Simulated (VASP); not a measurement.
Set up this calculation in VASP 6.6.1, as the native input.

| Property | Result |
| --- | --- |
| Task | single point |
| Functional | PBE |
| Potentials or basis | VASP PAW PBE potentials, release 64 (Si, B, N) |
| Cutoff | 520 eV |
| k mesh | 6 × 6 × 4 |
| Occupations | gaussian, width 0.1 eV |
| Spin | no spin polarisation |
| Dipole correction | no |
| Further INCAR settings | ALGO = Normal; EDIFF = 1e-06; NBANDS = 16 |

The structure of Si2BN lies in POSCAR:

```
Si2BN
1.0
    2.3832518361      0.0000000000      0.0000000000
    0.0000000000      2.3832518361      0.0000000000
    0.0000000000      0.0000000000      8.5812983499
Si B N
2 1 1
Direct
    0.0000000000      0.0000000000      0.3600749907
    0.0000000000      0.0000000000      0.6399250093
    0.0000000000      0.0000000000      0.0000000000
    0.5000000000      0.5000000000      0.0000000000
```

The cell was generated, and may not be a known phase.

The input as run:

INCAR

```
SYSTEM = Si2BN
PREC     = Accurate       ! precision mode
ENCUT    = 520            ! plane-wave cutoff, eV
EDIFF    = 1E-6           ! SCF threshold, eV
ISMEAR   = 0              ! smearing method
SIGMA    = 0.1            ! smearing width, eV
LREAL    = .False.        ! projectors in reciprocal space
LASPH    = .True.         ! aspherical terms in the spheres
NELM     = 60             ! most SCF steps
ALGO     = Normal         ! electronic algorithm
ISIF     = 2              ! what is computed and relaxed
LWAVE    = .False.        ! write WAVECAR
LCHARG   = .False.        ! write CHGCAR
GGA      = PE             ! functional
NBANDS   = 16             ! bands
```

KPOINTS

```
regular mesh
0
Gamma
  6 6 4
  0 0 0
```

Potentials or basis: VASP PAW PBE potentials, release 64 (Si, B, N).

The run is started by

```sh
$ cat potpaw_PBE.64/Si/POTCAR potpaw_PBE.64/B/POTCAR potpaw_PBE.64/N/POTCAR > POTCAR
$ mpirun -np 1 vasp_std > vasp.out
```

Results of the run:

- Pressure: -0.2 GPa
- Largest force: 0.026 eV/Å
- Band gap on the k mesh: zero (bands 8 and 9 overlap by 3.37 eV)

Caveat: the k points lie up to 0.44 Å⁻¹ apart, too coarse for converged energies and pressures of a metal.

Run time: 10 s on 1 thread of AMD EPYC 9R45 96-Core Processor (Zen 5), with other jobs on the host, peak memory 0.13 GiB.
